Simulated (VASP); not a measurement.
Here is a VASP 6.6.1 calculation.

INCAR

```
PREC = Accurate
ENCUT = 520
EDIFF = 1E-6
ISMEAR = -1
SIGMA = 0.08
LREAL = False
LASPH = True
NELM = 80
ALGO = Normal
ISIF = 2
LWAVE = False
LCHARG = False
GGA = PE
NBANDS = 11
```

The input KPOINTS:

```
regular mesh
0
Gamma
  16 16 15
```

File POSCAR:

```
Pt
1.0
    2.2934780562      0.0000000000      0.0000000000
   -1.1467390281      1.9862102597      0.0000000000
    0.0000000000      0.0000000000      2.2176488619
Pt
1
Direct
    0.0000000000      0.0000000000      0.0000000000
```

Potentials or basis: VASP PAW PBE potentials, release 64 (Pt).

Launch:

```console
$ cat potpaw_PBE.64/Pt/POTCAR > POTCAR
$ mpirun -np 1 vasp_std > vasp.out
```

(1) Estimate the pressure.

(2) Predict the band gap on the k mesh.

Results:

(1) 413.6 GPa.

(2) zero (band 5 reaches 24.21 eV, above the bottom of band 6 at 17.21 eV).

Caveat: spin-orbit coupling is left out, which moves the levels of the heavy elements.
